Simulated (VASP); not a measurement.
# HgTe (Coloradoite) (F-43m) in VASP: notebook

HgTe (Coloradoite) is run at these levels: RPBE+D4, PBEsol, PBE; tasks: single point.

All numbers are computed with VASP 6.6.1; they aren't measurements. Logs are shortened: lines on timing, memory, paths and dates and some standing lists are left out, and cuts for length are marked.

### 1 The cell of the first run

Symmetry: F-43m, No. 216, cubic system. The conventional cell has a = 6.429 Å, b = 6.429 Å, c = 6.429 Å, α = 90.00°, β = 90.00°, γ = 90.00°. Hg (site symmetry -43m) has 4 Te at 2.78 Å within 3.7 Å. Within 3.7 Å of Te (site symmetry -43m) lie 4 Hg at 2.78 Å.

### 2 Single point, RPBE+D4

Input file INCAR:

```
PREC = Accurate ; ENCUT = 520
EDIFF = 1E-7 ; ISMEAR = -1
SIGMA = 0.05 ; LREAL = False
LASPH = True ; NELM = 60
ALGO = Normal ; ISIF = 2
LWAVE = False ; LCHARG = False
GGA = RP ; IVDW = 13
NBANDS = 16
```

Input file KPOINTS:

```
regular mesh
0
Gamma
  7 7 7
```

Input file POSCAR:

```
HgTe
1.0
    0.0000000000      3.2145000000      3.2145000000
    3.2145000000      0.0000000000      3.2145000000
    3.2145000000      3.2145000000      0.0000000000
Hg Te
1 1
Direct
    0.0000000000      0.0000000000      0.0000000000
    0.7500000000      0.7500000000      0.7500000000
```

Potentials or basis: VASP PAW PBE potentials, release 64 (Hg, Te).

Launch:

```console
$ cat potpaw_PBE.64/Hg/POTCAR potpaw_PBE.64/Te/POTCAR > POTCAR
$ mpirun -np 1 vasp_std > vasp.out
```

OUTCAR:

```text
PREC = Accurate
   ENCUT = 520
   EDIFF = 1E-7
   ISMEAR = -1
   LREAL = False
   LASPH = True
   NELM = 60
   ISIF = 2
   GGA = RP
   IVDW = 13

 ion  position               nearest neighbor table
   1  0.000  0.000  0.000-   2 2.78   2 2.78   2 2.78   2 2.78
   2  0.750  0.750  0.750-   1 2.78   1 2.78   1 2.78   1 2.78

  LATTYP: Found a face centered cubic cell.
 ALAT       =     6.4290000000

  Lattice vectors:

 A1 = (   0.0000000000,   3.2145000000,   3.2145000000)
 A2 = (   3.2145000000,   0.0000000000,   3.2145000000)
 A3 = (   3.2145000000,   3.2145000000,   0.0000000000)

Analysis of symmetry for initial positions (statically):
=====================================================================
 Subroutine PRICEL returns:
 Original cell was already a primitive cell.

 Routine SETGRP: Setting up the symmetry group for a
 face centered cubic supercell.

 Subroutine GETGRP returns: Found 24 space group operations
 (whereof 24 operations were pure point group operations)
 out of a pool of 48 trial point group operations.

The static configuration has the point symmetry T_d .

Analysis of symmetry for dynamics (positions and initial velocities):
=====================================================================
 Subroutine PRICEL returns:
 Original cell was already a primitive cell.

 Routine SETGRP: Setting up the symmetry group for a
 face centered cubic supercell.

 Subroutine GETGRP returns: Found 24 space group operations
 (whereof 24 operations were pure point group operations)
 out of a pool of 48 trial point group operations.

The dynamic configuration has the point symmetry T_d .

 Subroutine INISYM returns: Found 24 space group operations
 (whereof 24 operations are pure point group operations),
 and found     1 'primitive' translations

----------------------------------------------------------------------------------------

                                     Primitive cell

  volume of cell :      66.4309

  direct lattice vectors                    reciprocal lattice vectors
     0.000000000  3.214500000  3.214500000    -0.155545186  0.155545186  0.155545186
     3.214500000  0.000000000  3.214500000     0.155545186 -0.155545186  0.155545186
     3.214500000  3.214500000  0.000000000     0.155545186  0.155545186 -0.155545186

  length of vectors
     4.545989496  4.545989496  4.545989496     0.269412165  0.269412165  0.269412165

  position of ions in fractional coordinates (direct lattice)
     0.000000000  0.000000000  0.000000000
     0.750000000  0.750000000  0.750000000

  ion indices of the primitive-cell ions
   primitive index   ion index
                 1           1
                 2           2

----------------------------------------------------------------------------------------

 KPOINTS: regular mesh

Automatic generation of k-mesh.
 Grid dimensions read from file:
 generate k-points for:    7    7    7

 Generating k-lattice:

  Cartesian coordinates                     Fractional coordinates (reciprocal lattice)
    -0.022220741  0.022220741  0.022220741     0.142857143  0.000000000  0.000000000
     0.022220741 -0.022220741  0.022220741     0.000000000  0.142857143  0.000000000
     0.022220741  0.022220741 -0.022220741     0.000000000  0.000000000  0.142857143

  Length of vectors
     0.038487452  0.038487452  0.038487452

  Shift w.r.t. Gamma in fractional coordinates (k-lattice)
     0.000000000  0.000000000  0.000000000

 Subroutine IBZKPT returns following result:
 ===========================================

 Found     20 irreducible k-points:

 Following reciprocal coordinates:
            Coordinates               Weight
  0.000000  0.000000  0.000000      1.000000
  0.142857  0.000000  0.000000      8.000000
  0.285714  0.000000  0.000000      8.000000
  0.428571  0.000000  0.000000      8.000000
  0.142857  0.142857  0.000000      6.000000
  0.285714  0.142857  0.000000     24.000000
[... 12 lines left out ...]
 -0.428571  0.428571  0.142857     24.000000
 -0.285714  0.428571  0.142857     24.000000
   k-points           NKPTS =     20   k-points in BZ     NKDIM =     20   number of bands    NBANDS=     16
   number of dos      NEDOS =    301   number of ions     NIONS =      2
   total plane-waves  NPLWV =  46656
   dimension x,y,z NGX =    36 NGY =   36 NGZ =   36
   dimension x,y,z NGXF=    72 NGYF=   72 NGZF=   72
   ions per type =               1   1
   NGX,Y,Z   is equivalent  to a cutoff of  13.17, 13.17, 13.17 a.u.
   NGXF,Y,Z  is equivalent  to a cutoff of  26.33, 26.33, 26.33 a.u.
 SYSTEM =  unknown system
   PREC   = accura    normal or accurate (medium, high low for compatibility)
   ISTART =      0    job   : 0-new  1-cont  2-samecut
   ICHARG =      2    charge: 1-file 2-atom 10-const
   ISPIN  =      1    spin polarized calculation?
   LNONCOLLINEAR =      F non collinear calculations
   LSORBIT =      F    spin-orbit coupling
   LASPH  =      T    aspherical Exc in radial PAW
   ENCUT  =  520.0 eV  38.22 Ry    6.18 a.u.   8.45  8.45  8.45*2*pi/ulx,y,z
   NELM   =     60;   NELMIN=  2; NELMDL= -5     # of ELM steps
   EDIFF  = 0.1E-06   stopping-criterion for ELM
   LREAL  =      F    real-space projection
   EDIFFG = 0.1E-05   stopping-criterion for IOM
   NSW    =      0    number of steps for IOM
   IBRION =     -1    ionic relax: 0-MD 1-quasi-New 2-CG
   NFREE  =      0    steps in history (QN), initial steepest desc. (CG)
   ISIF   =      2    stress and relaxation
   ISYM   =      2    0-nonsym 1-usesym 2-fastsym
   POTIM  = 0.5000    time-step for ionic-motion
   TEBEG  =    0.0;   TEEND  =   0.0 temperature during run
   PSTRESS=    0.0 pullay stress
   NELECT =      18.0000    total number of electrons
   NUPDOWN=      -1.0000    fix difference up-down
   EMIN   =  10.00;   EMAX   =-10.00  energy-range for DOS
   EFERMI =   0.00;   METHOD = LEGACY
   ISMEAR =    -1;   SIGMA  =   0.05  broadening in eV -4-tet -1-fermi 0-gaus
   EFERMI_NEDOS =   21; number of points for ismear=-14 and -15
   IALGO  =     38    algorithm
   IMIX   =      4    mixing-type and parameters
     AMIX     =   0.40;   BMIX     =  1.00
     AMIX_MAG =   1.60;   BMIX_MAG =  1.00
  volume/ion in A,a.u.               =      33.22       224.15
  Fermi-wavevector in a.u.,A,eV,Ry     =   1.059357  2.001894 15.268958  1.122237
  Thomas-Fermi vector in A             =   2.194699
   LORBIT       =      0    0 simple, 1 ext, 2 COOP (PROOUT), +10 PAW based schemes
   GGA     = RP    functional components
   LHFCALC =     F    Hartree Fock is set to
   AEXX    =    0.0000 exact exchange contribution
   IVDW    =    13    specifies the selected vdW correction
   LEPSILON=     F    determine dielectric tensor
   LRPA    =     F    only Hartree local field effects (RPA)
 non-spin polarized calculation
  energy-cutoff  :      520.00
  volume of cell :       66.43
 maximum number of plane-waves:      1808
 NGX is ok and might be reduce to    36
   NGX = 17   NGY = 17   NGZ = 17

 number of electron      18.0000000 magnetization

 Free energy of the ion-electron system (eV)
  ---------------------------------------------------
  ext. energy  EPLUGINS =         0.00000000
  ---------------------------------------------------
  free energy    TOTEN  =        -2.78195208 eV

  energy without entropy =       -2.78126132  energy(sigma->0) =       -2.78160670

 E-fermi :   3.4274     XC(G=0):  -8.6038

 val. band max:        3.3866688814   @ k =   0.0000   0.0000   0.0000
 cond. band min:       4.1972375789   @ k =   0.1429   0.0000   0.0000
 fundamental gap:      0.8105686976
 Fermi energy:         3.4273839052

 k-point     1 :       0.0000    0.0000    0.0000
  band No.  band energies     occupation
      1      -8.6796      2.00000
      2      -4.0707      2.00000
      3      -4.0707      2.00000
      4      -4.0707      2.00000
      5      -3.5249      2.00000
      6      -3.5249      2.00000
[... 8 lines left out ...]
     15      12.9666      0.00000
     16      12.9666      0.00000

 k-point     2 :       0.1429    0.0000    0.0000
  band No.  band energies     occupation
      1      -8.5777      2.00000
      2      -4.0425      2.00000
      3      -4.0425      2.00000
      4      -4.0295      2.00000
      5      -3.5275      2.00000
      6      -3.5275      2.00000
[... 8 lines left out ...]
     15      12.1201      0.00000
     16      12.1201      0.00000

 k-point     3 :       0.2857    0.0000    0.0000
  band No.  band energies     occupation
      1      -8.3351      2.00000
      2      -3.9852      2.00000
      3      -3.9852      2.00000
      4      -3.8343      2.00000
      5      -3.5232      2.00000
      6      -3.5232      2.00000
[... 8 lines left out ...]
     15      12.0819      0.00000
     16      12.0819      0.00000

 k-point     4 :       0.4286    0.0000    0.0000
  band No.  band energies     occupation
      1      -8.1260      2.00000
      2      -3.9483      2.00000
      3      -3.9483      2.00000
      4      -3.5064      2.00000
      5      -3.5064      2.00000
      6      -3.3724      2.00000
[... 8 lines left out ...]
     15      13.1207      0.00000
     16      13.1207      0.00000
[... 248 lines left out ...]
 k-point    18 :      -0.4286    0.2857    0.1429
  band No.  band energies     occupation
      1      -7.9952      2.00000
      2      -3.8900      2.00000
      3      -3.8592      2.00000
      4      -3.5979      2.00000
      5      -3.5124      2.00000
      6      -3.2038      2.00000
[... 8 lines left out ...]
     15      13.4050      0.00000
     16      14.1434      0.00000

 k-point    19 :      -0.4286    0.4286    0.1429
  band No.  band energies     occupation
      1      -7.9241      2.00000
      2      -3.8622      2.00000
      3      -3.7892      2.00000
      4      -3.6758      2.00000
      5      -3.4912      2.00000
      6      -3.0950      2.00000
[... 8 lines left out ...]
     15      14.2065      0.00000
     16      14.5723      0.00000

 k-point    20 :      -0.2857    0.4286    0.1429
  band No.  band energies     occupation
      1      -7.9062      2.00000
      2      -3.8556      2.00000
      3      -3.7998      2.00000
      4      -3.5928      2.00000
      5      -3.5373      2.00000
      6      -2.9399      2.00000
[... 8 lines left out ...]
     15      13.5681      0.00000
     16      15.3701      0.00000

------------------------ aborting loop because EDIFF is reached ----------------------------------------

  DFT-D4 for vdW energy calculation

  Edisp (eV):   -1.37387

  FORCE on cell =-STRESS in cart. coord.  units (eV):
  Direction    XX          YY          ZZ          XY          YZ          ZX
  --------------------------------------------------------------------------------------
  -------------------------------------------------------------------------------------
  Total       0.98305     0.98305     0.98305     0.00000    -0.00000     0.00000
  in kB      23.70919    23.70919    23.70919     0.00000    -0.00000     0.00000
  external pressure =       23.71 kB  Pullay stress =        0.00 kB

 VOLUME and BASIS-vectors are now :
 -----------------------------------------------------------------------------
  energy-cutoff  :      520.00
  volume of cell :       66.43
      direct lattice vectors                 reciprocal lattice vectors
     0.000000000  3.214500000  3.214500000    -0.155545186  0.155545186  0.155545186
     3.214500000  0.000000000  3.214500000     0.155545186 -0.155545186  0.155545186
     3.214500000  3.214500000  0.000000000     0.155545186  0.155545186 -0.155545186

 POSITION                                       TOTAL-FORCE (eV/Angst)
 -----------------------------------------------------------------------------------
      0.00000      0.00000      0.00000        -0.000000     -0.000000     -0.000000
      4.82175      4.82175      4.82175         0.000000      0.000000      0.000000
 -----------------------------------------------------------------------------------
    total drift:                                0.000000      0.000000      0.000000

  FREE ENERGIE OF THE ION-ELECTRON SYSTEM (eV)
  ---------------------------------------------------
  free  energy   TOTEN  =        -4.1558183026 eV

  energy  without entropy=       -4.1551275458  energy(sigma->0) =       -4.15547292
```

Run time: 17 s. Hardware: 1 thread of Intel Xeon 6975P-C (Granite Rapids), shared host; peak memory 0.21 GiB.

What came out:

```
Free energy                : -4.1558 eV
Pressure                   : 2.4 GPa
Band gap on the k mesh     : zero (filled and empty bands touch)
Dispersion energy per atom : -0.687 eV
```

Levels at points of the mesh, in eV from the Fermi level:
```tsv
k point	band 5	band 6	band 7	band 8	band 9	band 10	band 11	band 12	band 13	band 14
(0.00, 0.00, 0.00)	-6.95	-6.95	-0.63	-0.04	-0.04	-0.04	4.20	4.20	4.20	6.70
```

Caveat: the PAW data sets were made with another functional, which shifts forces and pressure a little; spin-orbit coupling is left out, which moves the levels of the heavy elements; pairwise dispersion overbinds metals, which lowers pressure and volume.

### 3 Single point, PBEsol

Input file INCAR:

```
ALGO = Normal ; EDIFF = 1E-6
ENCUT = 520 ; GGA = PS
ISIF = 2 ; ISMEAR = -1
LASPH = True ; LCHARG = True
LELF = True ; LREAL = False
LVHAR = True ; LWAVE = False
NBANDS = 16 ; NELM = 80
PREC = Accurate ; SIGMA = 0.03
```

Input file KPOINTS:

```
k-points
0
Gamma
  4 4 4
```

POSCAR is that of step 2.

Potentials or basis: VASP PAW PBE potentials, release 64 (Hg, Te).

Launch:

```console
$ cat potpaw_PBE.64/Hg/POTCAR potpaw_PBE.64/Te/POTCAR > POTCAR
$ mpirun -np 1 vasp_std > vasp.out
```

Run time: 10 s. Hardware: 1 thread of Intel Xeon 6975P-C (Granite Rapids), shared host; peak memory 0.2 GiB.

The run converged. Its results:

```
Free energy            : -4.2612 eV
Pressure               : 2.4 GPa
Band gap on the k mesh : zero (filled and empty bands touch)
```

Levels at points of the mesh, in eV from the Fermi level:
```csv
k point,band 7,band 8,band 9,band 10,band 11,band 12
"(0.00, 0.00, 0.00)",-0.80,-0.02,-0.02,-0.02,4.11,4.11
"(0.50, 0.00, 0.00)",-5.68,-1.05,-1.05,0.60,4.92,4.92
"(0.50, 0.50, 0.00)",-5.60,-2.39,-2.39,1.80,2.30,8.15
```

Caveat: the k points lie up to 0.42 Å⁻¹ apart; the PAW data sets were made with another functional, which shifts forces and pressure a little; spin-orbit coupling is left out, which moves the levels of the heavy elements.

(Continued in part 2 of 2.)
